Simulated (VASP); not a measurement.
Runs of VASP 6.6.1 on Sb. The structure is that of space group P6_3/mmc (No. 194), or close to it. The cells are those of the table. This isn't the form of Sb at room conditions, which is rhombohedral.

| level | potentials or basis | cell | k mesh | grid for exact exchange (PRECFOCK) | share of exact exchange | gap on the mesh (eV) | pressure (GPa) |
| --- | --- | --- | --- | --- | --- | --- | --- |
| PBE0 | VASP PAW PBE potentials, release 64 (Sb) | a = 3.286, b = 3.286, c = 5.358 Å, angles 90.0, 90.0, 120.0°, 2 atoms | 6 × 6 × 4 | Normal | 0.25 | none | 2.9 |
| r2SCAN | VASP PAW PBE potentials, release 64 (Sb) | a = 3.309, b = 3.309, c = 5.396 Å, angles 90.0, 90.0, 120.0°, 2 atoms | 9 × 9 × 5 | - | - | none | 3.5 |
| r2SCAN | VASP PAW PBE potentials, release 64 (Sb) | a = 3.355, b = 3.355, c = 5.470 Å, angles 90.0, 90.0, 120.0°, 2 atoms | 9 × 9 × 5 | - | - | none | 0.6 |
| PBE0 | VASP PAW PBE potentials, release 64 (Sb) | a = 3.332, b = 3.332, c = 5.433 Å, angles 90.0, 90.0, 120.0°, 2 atoms | 6 × 6 × 4 | Normal | 0.25 | none | -0.4 |
| LDA | VASP PAW LDA potentials, release 64 (Sb) | a = 3.286, b = 3.286, c = 5.358 Å, angles 90.0, 90.0, 120.0°, 2 atoms | 9 × 9 × 5 | - | - | none | 1.5 |
| LDA | VASP PAW LDA potentials, release 64 (Sb) | a = 3.420, b = 3.420, c = 5.577 Å, angles 90.0, 90.0, 120.0°, 2 atoms | 9 × 9 × 5 | - | - | none | (a) |
| LDA | VASP PAW LDA potentials, release 64 (Sb) | a = 3.309, b = 3.309, c = 5.396 Å, angles 90.0, 90.0, 120.0°, 2 atoms | 9 × 9 × 5 | - | - | none | (b) |

Alike in all rows: no spin polarisation; cutoff (eV) 520; smearing fermi-dirac 0.05 eV.

Estimate the missing entries.

(a) -5.7; (b) -0.1.

Caveats: some runs use coarse meshes; spin-orbit coupling is left out, which moves the levels of the heavy elements; the PAW data sets were made with another functional, which shifts forces and pressure a little (at least some runs); the cell stands under pressure (at least some runs); the cell stands under tension (at least some runs).

A k mesh can miss the band edges, and the runs leave out spin-orbit coupling on Sb.

A gap of «none» marks levels without a gap at the run's occupations.
